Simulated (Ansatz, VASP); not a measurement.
## One calculation of Hf2Mo, two programs

```
Hf Mo
1.0
     4.86854    0.00000    0.00000
    -2.43427    4.21628    0.00000
     0.00000    0.00000    2.84068
Hf Mo
2 1
Cartesian
  0.0000 2.8109 1.4203
  2.4343 1.4054 1.4203
  0.0000 0.0000 0.0000
```

Alike in both runs: task relaxation of cell and atoms; functional PBE; k mesh 12 × 12 × 16; occupations gaussian, width 0.1 eV; no spin polarisation.

```csv
,VASP,Ansatz
version,VASP 6.6.1,Ansatz 0.2.0
potentials or method,"VASP PAW PBE potentials, release 64 (Hf_pv, Mo_sv), cutoff 600 eV","scalar-relativistic, plane waves, PAW"
valence electrons in the cell,34,66
```

```tsv
	VASP	Ansatz	Ansatz less VASP
gap on the k mesh at the Fermi level, each at its own relaxed structure (eV)	none	none	-
relaxed volume (Å³/atom)	19.35	19.42	+0.074
relaxed cell length with the largest relative difference (Å)	4.861	4.870	+0.0085
```

A gap of «none» marks a metal or a gap that the smearing closes. VASP's potentials hold 34 valence electrons a cell and Ansatz's 66, so a difference there can come from the potentials and not from the codes.

Neither program's run includes spin-orbit coupling.
